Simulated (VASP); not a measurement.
# BN (F-43m) in VASP: a series of runs

The runs below take BN through single point, with r2SCAN.

All numbers are computed with VASP 6.6.1; they aren't measurements. Logs are shortened: lines on timing, memory, paths and dates and some standing lists are left out, and cuts for length are marked.

## (1) The cell of the first run

It takes space group F-43m (No. 216, cubic). Conventional cell: a = 3.610 Å, b = 3.610 Å, c = 3.610 Å, α = 90.00°, β = 90.00°, γ = 90.00°. Within 2.1 Å of B (site symmetry -43m) lie 4 N at 1.56 Å. N (site symmetry -43m) has 4 B at 1.56 Å within 2.1 Å.

## (2) Single point, r2SCAN

Input file POSCAR:

```
BN
1.0
    0.0000000000      1.8050000000      1.8050000000
    1.8050000000      0.0000000000      1.8050000000
    1.8050000000      1.8050000000      0.0000000000
B N
1 1
Direct
    0.0000000000      0.0000000000      0.0000000000
    0.2500000000      0.2500000000      0.2500000000
```

Input file INCAR.step1:

```
  PREC = Accurate
  ENCUT = 660
  ISMEAR = 0
  SIGMA = 0.1
  LREAL = F
  LASPH = T
  NELM = 120
  NBANDS = 11
  GGA = PE
  ALGO = Normal
  EDIFF = 1E-5
  LWAVE = T
  LCHARG = F
  GGA_COMPAT = F
```

Input file INCAR.step2:

```
  PREC = Accurate
  ENCUT = 660
  EDIFF = 1E-6
  ISMEAR = 0
  SIGMA = 0.1
  LREAL = F
  LASPH = T
  NELM = 120
  ALGO = Normal
  ISIF = 2
  LWAVE = F
  LCHARG = F
  METAGGA = R2SCAN
  LMIXTAU = T
  NBANDS = 11
  ISTART = 1
  GGA_COMPAT = F
```

Input file KPOINTS:

```
Automatic mesh
0
Gamma
  8 8 8
```

Potentials or basis: VASP PAW PBE potentials, release 64 (B, N).

Started as:

```
$ cat potpaw_PBE.64/B/POTCAR potpaw_PBE.64/N/POTCAR > POTCAR
$ cp INCAR.step1 INCAR
$ mpirun -np 1 vasp_std > vasp.out
$ cp INCAR.step2 INCAR
$ mpirun -np 1 vasp_std > vasp.out
```

OUTCAR:

```text
PREC = Accurate
   ENCUT = 660
   EDIFF = 1E-6
   ISMEAR = 0
   LREAL = F
   LASPH = T
   NELM = 120
   ISIF = 2
   METAGGA = R2SCAN
   ISTART = 1

 ion  position               nearest neighbor table
   1  0.000  0.000  0.000-   2 1.56   2 1.56   2 1.56   2 1.56
   2  0.250  0.250  0.250-   1 1.56   1 1.56   1 1.56   1 1.56

  LATTYP: Found a face centered cubic cell.
 ALAT       =     3.6100000000

  Lattice vectors:

 A1 = (   0.0000000000,   1.8050000000,   1.8050000000)
 A2 = (   1.8050000000,   0.0000000000,   1.8050000000)
 A3 = (   1.8050000000,   1.8050000000,   0.0000000000)

Analysis of symmetry for initial positions (statically):
=====================================================================
 Subroutine PRICEL returns:
 Original cell was already a primitive cell.

 Routine SETGRP: Setting up the symmetry group for a
 face centered cubic supercell.

 Subroutine GETGRP returns: Found 24 space group operations
 (whereof 24 operations were pure point group operations)
 out of a pool of 48 trial point group operations.

The static configuration has the point symmetry T_d .

Analysis of symmetry for dynamics (positions and initial velocities):
=====================================================================
 Subroutine PRICEL returns:
 Original cell was already a primitive cell.

 Routine SETGRP: Setting up the symmetry group for a
 face centered cubic supercell.

 Subroutine GETGRP returns: Found 24 space group operations
 (whereof 24 operations were pure point group operations)
 out of a pool of 48 trial point group operations.

The dynamic configuration has the point symmetry T_d .

 Subroutine INISYM returns: Found 24 space group operations
 (whereof 24 operations are pure point group operations),
 and found     1 'primitive' translations

----------------------------------------------------------------------------------------

                                     Primitive cell

  volume of cell :      11.7615

  direct lattice vectors                    reciprocal lattice vectors
     0.000000000  1.805000000  1.805000000    -0.277008310  0.277008310  0.277008310
     1.805000000  0.000000000  1.805000000     0.277008310 -0.277008310  0.277008310
     1.805000000  1.805000000  0.000000000     0.277008310  0.277008310 -0.277008310

  length of vectors
     2.552655480  2.552655480  2.552655480     0.479792467  0.479792467  0.479792467

  position of ions in fractional coordinates (direct lattice)
     0.000000000  0.000000000  0.000000000
     0.250000000  0.250000000  0.250000000

  ion indices of the primitive-cell ions
   primitive index   ion index
                 1           1
                 2           2

----------------------------------------------------------------------------------------

 KPOINTS: Automatic mesh

Automatic generation of k-mesh.
 Grid dimensions read from file:
 generate k-points for:    8    8    8

 Generating k-lattice:

  Cartesian coordinates                     Fractional coordinates (reciprocal lattice)
    -0.034626039  0.034626039  0.034626039     0.125000000  0.000000000  0.000000000
     0.034626039 -0.034626039  0.034626039     0.000000000  0.125000000  0.000000000
     0.034626039  0.034626039 -0.034626039     0.000000000  0.000000000  0.125000000

  Length of vectors
     0.059974058  0.059974058  0.059974058

  Shift w.r.t. Gamma in fractional coordinates (k-lattice)
     0.000000000  0.000000000  0.000000000

 Subroutine IBZKPT returns following result:
 ===========================================

 Found     29 irreducible k-points:

 Following reciprocal coordinates:
            Coordinates               Weight
  0.000000  0.000000  0.000000      1.000000
  0.125000  0.000000  0.000000      8.000000
  0.250000  0.000000  0.000000      8.000000
  0.375000  0.000000  0.000000      8.000000
  0.500000  0.000000  0.000000      4.000000
  0.125000  0.125000  0.000000      6.000000
[... 16 lines left out ...]
  0.500000  0.250000  0.125000     48.000000
 -0.375000  0.250000  0.125000     24.000000
 [... further k-points ...]
   k-points           NKPTS =     29   k-points in BZ     NKDIM =     29   number of bands    NBANDS=     11
   number of dos      NEDOS =    301   number of ions     NIONS =      2
   total plane-waves  NPLWV =  13824
   dimension x,y,z NGX =    24 NGY =   24 NGZ =   24
   dimension x,y,z NGXF=    48 NGYF=   48 NGZF=   48
   ions per type =               1   1
   NGX,Y,Z   is equivalent  to a cutoff of  15.63, 15.63, 15.63 a.u.
   NGXF,Y,Z  is equivalent  to a cutoff of  31.26, 31.26, 31.26 a.u.
 SYSTEM =  unknown system
   PREC   = accura    normal or accurate (medium, high low for compatibility)
   ISTART =      1    job   : 0-new  1-cont  2-samecut
   ICHARG =      0    charge: 1-file 2-atom 10-const
   ISPIN  =      1    spin polarized calculation?
   LNONCOLLINEAR =      F non collinear calculations
   LSORBIT =      F    spin-orbit coupling
   LASPH  =      T    aspherical Exc in radial PAW
   ENCUT  =  660.0 eV  48.51 Ry    6.96 a.u.   5.35  5.35  5.35*2*pi/ulx,y,z
   NELM   =    120;   NELMIN=  2; NELMDL=  0     # of ELM steps
   EDIFF  = 0.1E-05   stopping-criterion for ELM
   LREAL  =      F    real-space projection
   EDIFFG = 0.1E-04   stopping-criterion for IOM
   NSW    =      0    number of steps for IOM
   IBRION =     -1    ionic relax: 0-MD 1-quasi-New 2-CG
   NFREE  =      0    steps in history (QN), initial steepest desc. (CG)
   ISIF   =      2    stress and relaxation
   ISYM   =      2    0-nonsym 1-usesym 2-fastsym
   POTIM  = 0.5000    time-step for ionic-motion
   TEBEG  =    0.0;   TEEND  =   0.0 temperature during run
   PSTRESS=    0.0 pullay stress
   NELECT =       8.0000    total number of electrons
   NUPDOWN=      -1.0000    fix difference up-down
   EMIN   =  10.00;   EMAX   =-10.00  energy-range for DOS
   EFERMI =   0.00;   METHOD = LEGACY
   ISMEAR =     0;   SIGMA  =   0.10  broadening in eV -4-tet -1-fermi 0-gaus
   EFERMI_NEDOS =   21; number of points for ismear=-14 and -15
   IALGO  =     38    algorithm
   IMIX   =      4    mixing-type and parameters
     AMIX     =   0.40;   BMIX     =  1.00
     AMIX_MAG =   1.60;   BMIX_MAG =  1.00
  volume/ion in A,a.u.               =       5.88        39.69
  Fermi-wavevector in a.u.,A,eV,Ry     =   1.439741  2.720715 28.202882  2.072853
  Thomas-Fermi vector in A             =   2.558563
   LORBIT       =      0    0 simple, 1 ext, 2 COOP (PROOUT), +10 PAW based schemes
   METAGGA = R2SCAN    functional components
   LHFCALC =     F    Hartree Fock is set to
   AEXX    =    0.0000 exact exchange contribution
   IVDW    =     0    specifies the selected vdW correction
   LEPSILON=     F    determine dielectric tensor
   LRPA    =     F    only Hartree local field effects (RPA)
 non-spin polarized calculation
 Gauss-broadening in eV      SIGMA  =   0.10
  energy-cutoff  :      660.00
  volume of cell :       11.76
 maximum number of plane-waves:       469
 NGX is ok and might be reduce to    24
   NGX = 11   NGY = 11   NGZ = 11

 number of electron       8.0000000 magnetization

 Free energy of the ion-electron system (eV)
  ---------------------------------------------------
  ext. energy  EPLUGINS =         0.00000000
  ---------------------------------------------------
  free energy    TOTEN  =       -19.17456499 eV

  energy without entropy =      -19.17456499  energy(sigma->0) =      -19.17456499

 E-fermi :   7.7203     XC(G=0): -13.6679

 val. band max:        7.2929551622   @ k =   0.0000   0.0000   0.0000
 cond. band min:      12.2745717586   @ k =   0.5000   0.5000   0.0000
 fundamental gap:      4.9816165965
 Fermi energy:         7.7203453916

 k-point     1 :       0.0000    0.0000    0.0000
  band No.  band energies     occupation
      1     -14.0462      2.00000
      2       7.2930      2.00000
      3       7.2930      2.00000
      4       7.2930      2.00000
      5      16.8394      0.00000
      6      16.8394      0.00000
      7      16.8394      0.00000
      8      18.4281      0.00000
      9      33.5083      0.00000
     10      36.0857      0.00000
     11      36.0857      0.00000

 k-point     2 :       0.1250    0.0000    0.0000
  band No.  band energies     occupation
      1     -13.6530      2.00000
      2       5.3282      2.00000
      3       6.8988      2.00000
      4       6.8988      2.00000
      5      17.2325      0.00000
      6      17.4411      0.00000
      7      17.4411      0.00000
      8      19.6757      0.00000
      9      33.0265      0.00000
     10      33.0265      0.00000
     11      33.0415      0.00000

 k-point     3 :       0.2500    0.0000    0.0000
  band No.  band energies     occupation
      1     -12.5142      2.00000
      2       1.5569      2.00000
      3       6.1200      2.00000
      4       6.1200      2.00000
      5      17.6750      0.00000
      6      18.4354      0.00000
      7      18.4354      0.00000
      8      21.8883      0.00000
      9      31.9658      0.00000
     10      31.9658      0.00000
     11      32.1431      0.00000

 k-point     4 :       0.3750    0.0000    0.0000
  band No.  band energies     occupation
      1     -10.8478      2.00000
      2      -2.0316      2.00000
      3       5.4967      2.00000
      4       5.4967      2.00000
      5      18.0117      0.00000
      6      18.7936      0.00000
      7      18.7936      0.00000
      8      23.3038      0.00000
      9      31.9682      0.00000
     10      33.6734      0.00000
     11      33.6734      0.00000
[... 239 lines left out ...]
 k-point    22 :       0.3750    0.2500    0.1250
  band No.  band energies     occupation
      1     -11.5451      2.00000
      2       1.3053      2.00000
      3       3.1858      2.00000
      4       5.1840      2.00000
      5      16.5810      0.00000
      6      20.0368      0.00000
      7      20.7675      0.00000
      8      21.6080      0.00000
      9      27.9574      0.00000
     10      34.3992      0.00000
     11      36.1398      0.00000

 k-point    23 :       0.5000    0.2500    0.1250
  band No.  band energies     occupation
      1      -9.9934      2.00000
      2      -1.3007      2.00000
      3       2.3222      2.00000
      4       4.2238      2.00000
      5      17.4248      0.00000
      6      19.4985      0.00000
      7      21.9820      0.00000
      8      23.0098      0.00000
      9      28.6908      0.00000
     10      33.9207      0.00000
     11      36.3636      0.00000

 k-point    24 :      -0.3750    0.2500    0.1250
  band No.  band energies     occupation
      1      -9.0064      2.00000
      2      -2.7971      2.00000
      3       2.2379      2.00000
      4       3.7049      2.00000
      5      17.6278      0.00000
      6      19.2765      0.00000
      7      22.6932      0.00000
      8      24.2429      0.00000
      9      27.9820      0.00000
     10      34.6542      0.00000
     11      36.3191      0.00000

 [... further k-points ...]
[... 5 lines left out ...]
  --------------------------------------------------------------------------------------
  -------------------------------------------------------------------------------------
  Total        0.0806795      0.0806795      0.0806795      0.0000000     -0.0000000      0.0000000
  in kB       10.9903640     10.9903640     10.9903640      0.0000000     -0.0000000      0.0000000
  external PRESSURE =      10.9903640 kB  Pullay stress =       0.0000000 kB

 VOLUME and BASIS-vectors are now :
 -----------------------------------------------------------------------------
  energy-cutoff  :      660.00
  volume of cell :       11.76
      direct lattice vectors                 reciprocal lattice vectors
     0.000000000  1.805000000  1.805000000    -0.277008310  0.277008310  0.277008310
     1.805000000  0.000000000  1.805000000     0.277008310 -0.277008310  0.277008310
     1.805000000  1.805000000  0.000000000     0.277008310  0.277008310 -0.277008310

 POSITION                                       TOTAL-FORCE (eV/Angst)
 -----------------------------------------------------------------------------------
      0.00000      0.00000      0.00000        -0.000000     -0.000000      0.000000
      0.90250      0.90250      0.90250         0.000000      0.000000     -0.000000
 -----------------------------------------------------------------------------------
    total drift:                                0.000000      0.000000      0.000000

  FREE ENERGIE OF THE ION-ELECTRON SYSTEM (eV)
  ---------------------------------------------------
  free  energy   TOTEN  =       -19.1745649919 eV

  energy  without entropy=      -19.1745649919  energy(sigma->0) =      -19.17456499
```

It took 11 s on 1 thread of Intel Xeon 6975P-C (Granite Rapids), shared host; peak memory 0.13 GiB.

Results:

| Property | Result |
| --- | --- |
| Free energy | -19.1746 eV |
| Pressure | 1.1 GPa |
| Band gap on the k mesh | 4.98 eV (least direct gap 9.55 eV) |

Caveat: the PAW data sets were made with another functional, which shifts forces and pressure a little. A k mesh can miss the band edges.

(Part 1 of 2 ends here.)
